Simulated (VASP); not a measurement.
Runs of VASP 6.6.1 on TiAl3. The structure is that of space group I4/mmm (No. 139), or close to it. The cells are those of the table. 

```tsv
cell	further INCAR settings	gap on the mesh (eV)	pressure (GPa)
a = 4.863 Å, angles 139.5, 139.5, 58.6°, 4 atoms	ALGO = Fast; EDIFF = 1e-06; NBANDS = 18	none	(b)
a = 4.912 Å, angles 138.2, 138.2, 60.5°, 4 atoms	ALGO = Fast; EDIFF = 1e-06; NBANDS = 18	none	25.5
a = 5.120 Å, angles 133.3, 133.3, 68.1°, 4 atoms	ALGO = Fast; EDIFF = 1e-07; NBANDS = 18	none	-12.1
a = 5.066 Å, angles 134.5, 134.5, 66.3°, 4 atoms	ALGO = Fast; EDIFF = 1e-07; NBANDS = 18	none	-7.1
a = 5.176 Å, angles 132.2, 132.2, 69.9°, 4 atoms	ALGO = Fast; EDIFF = 1e-06; NBANDS = 18	none	(a)
a = 4.962 Å, angles 137.0, 137.0, 62.5°, 4 atoms	ALGO = Fast; EDIFF = 1e-06; NBANDS = 18	none	10.7
```

Alike in all rows: task single point; level LDA; potentials or basis VASP PAW LDA potentials, release 64 (Ti_sv, Al); no spin polarisation; k mesh 14 × 14 × 14; cutoff (eV) 520; smearing gaussian 0.15 eV.

Estimate the missing entries.

(a) -15.3; (b) 45.9.

Caveats: the stress differs along the axes, from 16 to 61 GPa (at least some runs); the stress differs along the axes, from 9 to 33 GPa (at least some runs); the stress differs along the axes, from -15 to -6 GPa (at least some runs); the stress differs along the axes, from -9 to -3 GPa (at least some runs); the stress differs along the axes, from -19 to -8 GPa (at least some runs); the stress differs along the axes, from 4 to 14 GPa (at least some runs).

A gap of «none» marks levels without a gap at the run's occupations.
